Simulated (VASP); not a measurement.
# MoS2 in VASP: further runs, part 2 of 2

VASP 6.6.1.

### Step 3. Single point, LDA

The input, INCAR:

```
PREC = Accurate
ENCUT = 520
EDIFF = 1E-7
ISMEAR = -1
SIGMA = 0.1
LREAL = F
LASPH = T
NELM = 60
ALGO = Normal
ISIF = 2
LWAVE = F
LCHARG = F
GGA = CA
NBANDS = 20
```

The input, KPOINTS:

```
regular mesh
0
Gamma
  12 12 6
```

The input, POSCAR:

```
MoS2
1.0
    3.2274645600     -0.0322746456      0.0000000000
   -1.6416829430      2.8112036228      0.0000000000
    0.0000000000      0.0000000000      6.3124734200
Mo S
1 2
Direct
    0.0000000000      0.0000000000      0.5000000000
    0.3333333333      0.6666666667      0.2553193200
    0.6666666667      0.3333333333      0.7446806800
```

Potentials or basis: VASP PAW LDA potentials, release 64 (Mo_sv, S).

Command:

```
$ cat potpaw_LDA.64/Mo_sv/POTCAR potpaw_LDA.64/S/POTCAR > POTCAR
$ mpirun -np 1 vasp_std > vasp.out
```

OUTCAR:

```text
PREC = Accurate
   ENCUT = 520
   EDIFF = 1E-7
   ISMEAR = -1
   LREAL = F
   LASPH = T
   NELM = 60
   ISIF = 2
   GGA = CA

 ion  position               nearest neighbor table
   1  0.000  0.000  0.500-   3 2.41   2 2.41   3 2.42   2 2.42   2 2.43   3 2.43
   2  0.333  0.667  0.255-   1 2.41   1 2.42   1 2.43
   3  0.667  0.333  0.745-   1 2.41   1 2.42   1 2.43

  LATTYP: Found a simple monoclinic cell.
 ALAT       =     3.1995545936
 B/A-ratio  =     1.9729225539
 C/A-ratio  =     1.0087735136
 COS(beta)  =    -0.4869160341

  Lattice vectors:

 A1 = (   1.5857816170,   2.7789289772,   0.0000000000)
 A2 = (   0.0000000000,   0.0000000000,  -6.3124734200)
 A3 = (  -3.2274645600,   0.0322746456,   0.0000000000)

Analysis of symmetry for initial positions (statically):
=====================================================================
 Subroutine PRICEL returns:
 Original cell was already a primitive cell.

 Routine SETGRP: Setting up the symmetry group for a
 simple monoclinic supercell.

 Subroutine GETGRP returns: Found  2 space group operations
 (whereof  2 operations were pure point group operations)
 out of a pool of  4 trial point group operations.

The static configuration has the point symmetry S_2 .

Analysis of symmetry for dynamics (positions and initial velocities):
=====================================================================
 Subroutine PRICEL returns:
 Original cell was already a primitive cell.

 Routine SETGRP: Setting up the symmetry group for a
 simple monoclinic supercell.

 Subroutine GETGRP returns: Found  2 space group operations
 (whereof  2 operations were pure point group operations)
 out of a pool of  4 trial point group operations.

The dynamic configuration has the point symmetry S_2 .

 Subroutine INISYM returns: Found  2 space group operations
 (whereof  2 operations are pure point group operations),
 and found     1 'primitive' translations

----------------------------------------------------------------------------------------

                                     Primitive cell

  volume of cell :      56.9390

  direct lattice vectors                    reciprocal lattice vectors
     3.227464560 -0.032274646  0.000000000     0.311660770  0.182003241  0.000000000
    -1.641682943  2.811203623  0.000000000     0.003578090  0.357809047  0.000000000
     0.000000000  0.000000000  6.312473420     0.000000000  0.000000000  0.158416509

  length of vectors
     3.227625929  3.255455221  6.312473420     0.360912199  0.357826937  0.158416509

  position of ions in fractional coordinates (direct lattice)
     0.000000000  0.000000000  0.500000000
     0.333333333  0.666666667  0.255319320
     0.666666667  0.333333333  0.744680680

  ion indices of the primitive-cell ions
   primitive index   ion index
                 1           1
                 2           2
                 3           3

----------------------------------------------------------------------------------------

 KPOINTS: regular mesh

Automatic generation of k-mesh.
 Grid dimensions read from file:
 generate k-points for:   12   12    6

 Generating k-lattice:

  Cartesian coordinates                     Fractional coordinates (reciprocal lattice)
     0.025971731  0.015166937  0.000000000     0.083333333 -0.000000000  0.000000000
     0.000298174  0.029817421  0.000000000    -0.000000000  0.083333333  0.000000000
     0.000000000  0.000000000  0.026402751     0.000000000  0.000000000  0.166666667

  Length of vectors
     0.030076017  0.029818911  0.026402751

  Shift w.r.t. Gamma in fractional coordinates (k-lattice)
     0.000000000  0.000000000  0.000000000

 Subroutine IBZKPT returns following result:
 ===========================================

 Found    436 irreducible k-points:

 Following reciprocal coordinates:
            Coordinates               Weight
  0.000000  0.000000  0.000000      1.000000
  0.083333  0.000000  0.000000      2.000000
  0.166667  0.000000  0.000000      2.000000
  0.250000  0.000000  0.000000      2.000000
  0.333333  0.000000  0.000000      2.000000
  0.416667  0.000000  0.000000      2.000000
[... 16 lines left out ...]
  0.250000  0.166667  0.000000      2.000000
  0.333333  0.166667  0.000000      2.000000
 [... further k-points ...]
   k-points           NKPTS =    436   k-points in BZ     NKDIM =    436   number of bands    NBANDS=     20
   number of dos      NEDOS =    301   number of ions     NIONS =      3
   total plane-waves  NPLWV =  27648
   dimension x,y,z NGX =    24 NGY =   24 NGZ =   48
   dimension x,y,z NGXF=    48 NGYF=   48 NGZF=   96
   ions per type =               1   2
   NGX,Y,Z   is equivalent  to a cutoff of  12.36, 12.26, 12.64 a.u.
   NGXF,Y,Z  is equivalent  to a cutoff of  24.72, 24.51, 25.28 a.u.
 SYSTEM =  unknown system
   PREC   = accura    normal or accurate (medium, high low for compatibility)
   ISTART =      0    job   : 0-new  1-cont  2-samecut
   ICHARG =      2    charge: 1-file 2-atom 10-const
   ISPIN  =      1    spin polarized calculation?
   LNONCOLLINEAR =      F non collinear calculations
   LSORBIT =      F    spin-orbit coupling
   LASPH  =      T    aspherical Exc in radial PAW
   ENCUT  =  520.0 eV  38.22 Ry    6.18 a.u.   6.00  6.05 11.74*2*pi/ulx,y,z
   NELM   =     60;   NELMIN=  2; NELMDL= -5     # of ELM steps
   EDIFF  = 0.1E-06   stopping-criterion for ELM
   LREAL  =      F    real-space projection
   EDIFFG = 0.1E-05   stopping-criterion for IOM
   NSW    =      0    number of steps for IOM
   IBRION =     -1    ionic relax: 0-MD 1-quasi-New 2-CG
   NFREE  =      0    steps in history (QN), initial steepest desc. (CG)
   ISIF   =      2    stress and relaxation
   ISYM   =      2    0-nonsym 1-usesym 2-fastsym
   POTIM  = 0.5000    time-step for ionic-motion
   TEBEG  =    0.0;   TEEND  =   0.0 temperature during run
   PSTRESS=    0.0 pullay stress
   NELECT =      26.0000    total number of electrons
   NUPDOWN=      -1.0000    fix difference up-down
   EMIN   =  10.00;   EMAX   =-10.00  energy-range for DOS
   EFERMI =   0.00;   METHOD = LEGACY
   ISMEAR =    -1;   SIGMA  =   0.10  broadening in eV -4-tet -1-fermi 0-gaus
   EFERMI_NEDOS =   21; number of points for ismear=-14 and -15
   IALGO  =     38    algorithm
   IMIX   =      4    mixing-type and parameters
     AMIX     =   0.40;   BMIX     =  1.00
     AMIX_MAG =   1.60;   BMIX_MAG =  1.00
  volume/ion in A,a.u.               =      18.98       128.08
  Fermi-wavevector in a.u.,A,eV,Ry     =   1.260654  2.382291 21.623052  1.589249
  Thomas-Fermi vector in A             =   2.394153
   LORBIT       =      0    0 simple, 1 ext, 2 COOP (PROOUT), +10 PAW based schemes
   GGA     = CA    functional components
   LHFCALC =     F    Hartree Fock is set to
   AEXX    =    0.0000 exact exchange contribution
   IVDW    =     0    specifies the selected vdW correction
   LEPSILON=     F    determine dielectric tensor
   LRPA    =     F    only Hartree local field effects (RPA)
 non-spin polarized calculation
  energy-cutoff  :      520.00
  volume of cell :       56.94
 maximum number of plane-waves:      1559
   NGX = 13   NGY = 13   NGZ = 23

 number of electron      26.0000000 magnetization

 Free energy of the ion-electron system (eV)
  ---------------------------------------------------
  ext. energy  EPLUGINS =         0.00000000
  ---------------------------------------------------
  free energy    TOTEN  =       -23.55750799 eV

  energy without entropy =      -23.51206229  energy(sigma->0) =      -23.53478514

 E-fermi :   6.7451     XC(G=0): -10.7687

 val. band max:        6.7451090285   @ k =   0.3333   0.4167   0.3333
 cond. band min:       6.7487183436   @ k =  -0.4167  -0.2500   0.1667
 fundamental gap:      0.0036093151
 Fermi energy:         6.7451152706

 k-point     1 :       0.0000    0.0000    0.0000
  band No.  band energies     occupation
      1     -54.6658      2.00000
      2     -28.8993      2.00000
      3     -28.8660      2.00000
      4     -28.8444      2.00000
      5      -7.9984      2.00000
      6      -6.5299      2.00000
[... 12 lines left out ...]
     19      12.7695      0.00000
[... 513 lines left out ...]
      4     -28.8294      2.00000
      5      -6.2213      2.00000
      6      -5.8767      2.00000
[... 12 lines left out ...]
     19      13.9449      0.00000
     20      15.0617      0.00000

 [... further k-points ...]

------------------------ aborting loop because EDIFF is reached ----------------------------------------

  FORCE on cell =-STRESS in cart. coord.  units (eV):
  Direction    XX          YY          ZZ          XY          YZ          ZX
  --------------------------------------------------------------------------------------
  -------------------------------------------------------------------------------------
  Total       -2.3858317     -2.3891319     -1.2713181      0.6444742      0.0038338      0.2955559
  in kB      -67.1337105    -67.2265744    -35.7729779     18.1345333      0.1078774      8.3164983
  external PRESSURE =     -56.7110876 kB  Pullay stress =       0.0000000 kB

 VOLUME and BASIS-vectors are now :
 -----------------------------------------------------------------------------
  energy-cutoff  :      520.00
  volume of cell :       56.94
      direct lattice vectors                 reciprocal lattice vectors
     3.227464560 -0.032274646  0.000000000     0.311660770  0.182003241  0.000000000
    -1.641682943  2.811203623  0.000000000     0.003578090  0.357809047  0.000000000
     0.000000000  0.000000000  6.312473420     0.000000000  0.000000000  0.158416509

 POSITION                                       TOTAL-FORCE (eV/Angst)
 -----------------------------------------------------------------------------------
      0.00000      0.00000      3.15624         0.000000      0.000000      0.000000
     -0.01863      1.86338      1.61170        -0.092220     -0.001210      0.133393
      1.60442      0.91555      4.70078         0.092220      0.001210     -0.133393
 -----------------------------------------------------------------------------------
    total drift:                                0.000000     -0.000000      0.000000

  FREE ENERGIE OF THE ION-ELECTRON SYSTEM (eV)
  ---------------------------------------------------
  free  energy   TOTEN  =       -23.5575079900 eV

  energy  without entropy=      -23.5120622890  energy(sigma->0) =      -23.53478514
```

OSZICAR:

```text
N       E                     dE             d eps       ncg     rms          rms(c)
DAV:   1     0.203212067322E+03    0.20321E+03   -0.14688E+04 18376   0.122E+03
DAV:   2    -0.164924845771E+02   -0.21970E+03   -0.21435E+03 20376   0.326E+02
DAV:   3    -0.251099510704E+02   -0.86175E+01   -0.85028E+01 21384   0.614E+01
DAV:   4    -0.252255826587E+02   -0.11563E+00   -0.11547E+00 20860   0.737E+00
DAV:   5    -0.252275444600E+02   -0.19618E-02   -0.19616E-02 21916   0.938E-01    0.230E+01
DAV:   6    -0.241483207995E+02    0.10792E+01   -0.15178E+01 18632   0.224E+01    0.891E+00
DAV:   7    -0.237177914820E+02    0.43053E+00   -0.64393E+00 18424   0.144E+01    0.618E+00
DAV:   8    -0.235592592956E+02    0.15853E+00   -0.80767E-01 19536   0.529E+00    0.146E+00
DAV:   9    -0.235587828292E+02    0.47647E-03   -0.22473E-02 20144   0.938E-01    0.449E-01
DAV:  10    -0.235576000654E+02    0.11828E-02   -0.93908E-03 19620   0.623E-01    0.952E-02
DAV:  11    -0.235575237020E+02    0.76363E-04   -0.57528E-04 19712   0.160E-01    0.604E-02
DAV:  12    -0.235575089741E+02    0.14728E-04   -0.45171E-05 20112   0.420E-02    0.226E-02
DAV:  13    -0.235575082659E+02    0.70827E-06   -0.29015E-05 19984   0.307E-02    0.100E-02
DAV:  14    -0.235575079996E+02    0.26628E-06   -0.47538E-06 19820   0.138E-02    0.541E-03
DAV:  15    -0.235575079900E+02    0.96106E-08   -0.49847E-07 16388   0.522E-03
   1 F= -.23557508E+02 E0= -.23534785E+02  d E =-.454457E-01
```

It took 7.4 min on 1 thread of Intel Xeon 8259CL, shared host; peak memory 0.51 GiB.

What came out:

| Item | Value |
| --- | --- |
| Free energy | -23.5575 eV |
| Pressure | -5.7 GPa |
| Largest force | 0.162 eV/Å |
| Band gap on the k mesh | zero (bands 13 and 14 overlap by 0.96 eV) |

Forces on the atoms (eV/Å):
```
Mo   0.000  0.000  0.000
S   -0.092 -0.001  0.133
S    0.092  0.001 -0.133
```

Caveat: the cell stands under tension.

### Step 4. Single point, LDA

The input, INCAR:

```
PREC     = Accurate       # precision mode
ENCUT    = 520            # plane-wave cutoff, eV
EDIFF    = 1E-6           # SCF threshold, eV
ISMEAR   = -1             # smearing method
SIGMA    = 0.1            # smearing width, eV
LREAL    = False          # projectors in reciprocal space
LASPH    = True           # aspherical terms in the spheres
NELM     = 80             # most SCF steps
ALGO     = Normal         # electronic algorithm
ISIF     = 2              # what is computed and relaxed
LWAVE    = False          # write WAVECAR
LCHARG   = False          # write CHGCAR
NBANDS   = 20             # bands
```

KPOINTS is that of step 3.

The input, POSCAR:

```
MoS2
1.0
    3.2274645600     -0.0161373228      0.0000000000
   -1.6277076115      2.8031349614      0.0000000000
    0.0000000000      0.0000000000      6.3124734200
Mo S
1 2
Direct
    0.0000000000      0.0000000000      0.5000000000
    0.3333333333      0.6666666667      0.2553193200
    0.6666666667      0.3333333333      0.7446806800
```

Command:

```
$ cat potpaw_LDA.64/Mo_sv/POTCAR potpaw_LDA.64/S/POTCAR > POTCAR
$ mpirun -np 1 vasp_std > vasp.out
```

It took 7.4 min on 1 thread of Intel Xeon 8259CL, shared host; peak memory 0.51 GiB.

Results (log left out):

| Item | Value |
| --- | --- |
| Free energy | -23.5622 eV |
| Pressure | -5.7 GPa |
| Largest force | 0.143 eV/Å |
| Band gap on the k mesh | zero (bands 13 and 14 overlap by 0.94 eV) |

Forces on the atoms (eV/Å):
```
Mo   0.000  0.000  0.000
S   -0.046  0.000  0.135
S    0.046  0.000 -0.135
```

Stress tensor (GPa, compression positive):
```
-6.78  0.91  0.42
 0.91 -6.78  0.00
 0.42  0.00 -3.63
```

Levels at points of the mesh, in eV from the Fermi level:
```tsv
k point	band 10	band 11	band 12	band 13	band 14	band 15	band 16	band 17
(0.00, 0.00, 0.00)	-1.79	-1.10	-0.98	-0.91	-0.31	-0.24	3.19	3.25
(0.50, 0.00, 0.00)	-4.12	-3.13	-1.79	-1.71	0.95	1.72	3.63	3.78
(0.00, 0.50, 0.00)	-4.08	-3.16	-1.73	-1.71	0.94	1.71	3.64	3.76
(0.50, 0.50, 0.00)	-4.03	-3.18	-1.71	-1.67	0.93	1.69	3.67	3.73
(0.00, 0.00, 0.50)	-3.61	-0.99	-0.92	-0.38	-0.31	-0.05	3.35	3.40
(0.50, 0.00, 0.50)	-4.17	-2.33	-2.09	-1.63	0.95	1.73	3.29	4.46
(0.00, 0.50, 0.50)	-4.13	-2.34	-2.10	-1.57	0.94	1.72	3.32	4.47
(0.50, 0.50, 0.50)	-4.08	-2.36	-2.12	-1.51	0.93	1.71	3.34	4.48
```

Caveat: the cell stands under tension.

### Step 5. The runs side by side

| cell | gap on the mesh (eV) | pressure (GPa) | largest force (eV/Å) |
| --- | --- | --- | --- |
| a = 3.227, b = 3.227, c = 6.312 Å, angles 90.0, 90.0, 120.0°, 3 atoms | none | -5.7 | 0.14 |
| a = 3.228, b = 3.255, c = 6.312 Å, angles 90.0, 90.0, 120.9°, 3 atoms | none | -5.7 | 0.16 |
| a = 3.228, b = 3.241, c = 6.312 Å, angles 90.0, 90.0, 120.4°, 3 atoms | none | -5.7 | 0.14 |

Alike in all rows: task single point; level LDA; potentials or basis VASP PAW LDA potentials, release 64 (Mo_sv, S); no spin polarisation; k mesh 12 × 12 × 6; cutoff (eV) 520; smearing fermi-dirac 0.1 eV.

Caveats: the cell stands under tension.

Absolute energies hang on the potentials; compare differences alone.
